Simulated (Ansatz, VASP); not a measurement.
Two plane-wave programs on Hf5H2

```
Hf H
1.0
     3.21808    0.00000    0.00000
    -1.60904    2.78694    0.00000
     0.00000    0.00000   25.81136
Hf H
10 4
Direct
  0.33333 0.66667 0.04839
  0.66667 0.33333 0.15216
  0.33333 0.66667 0.45161
  0.66667 0.33333 0.34784
  0.33333 0.66667 0.25000
  0.66667 0.33333 0.95161
  0.33333 0.66667 0.84784
  0.66667 0.33333 0.54839
  0.33333 0.66667 0.65216
  0.66667 0.33333 0.75000
  0.00000 0.00000 0.10064
  0.00000 0.00000 0.39936
  0.00000 0.00000 0.89936
  0.00000 0.00000 0.60064
```

Alike in both runs: functional PBE; k mesh 6 × 6 × 1; occupations gaussian, width 0.2 eV; no spin polarisation.

Ansatz relaxed the structure, and its values are those at the end. VASP's run is a single point on that final structure, the one shown.

|  | VASP | Ansatz |
| --- | --- | --- |
| version | VASP 6.6.1 | Ansatz 0.2.0 |
| potentials or method | VASP PAW PBE potentials, release 64 (Hf_pv, H), cutoff 520 eV | scalar-relativistic, plane waves, PAW |
| valence electrons in the cell | 104 | 264 |

|  | VASP | Ansatz | Ansatz less VASP |
| --- | --- | --- | --- |
| gap on the k mesh at the Fermi level (eV) | none | none | - |
| pressure (GPa) | -0.6 | 0.0 | +0.54 |
| rms of the force components (eV/Å) | 0.010 | 0.010 | +0.0001 |

A gap of «none» marks a metal or a gap that the smearing closes. VASP's potentials hold 104 valence electrons a cell and Ansatz's 264, so a difference there can come from the potentials and not from the codes.

The k mesh is coarse, so the values compare programs but aren't converged. Neither program's run includes spin-orbit coupling.
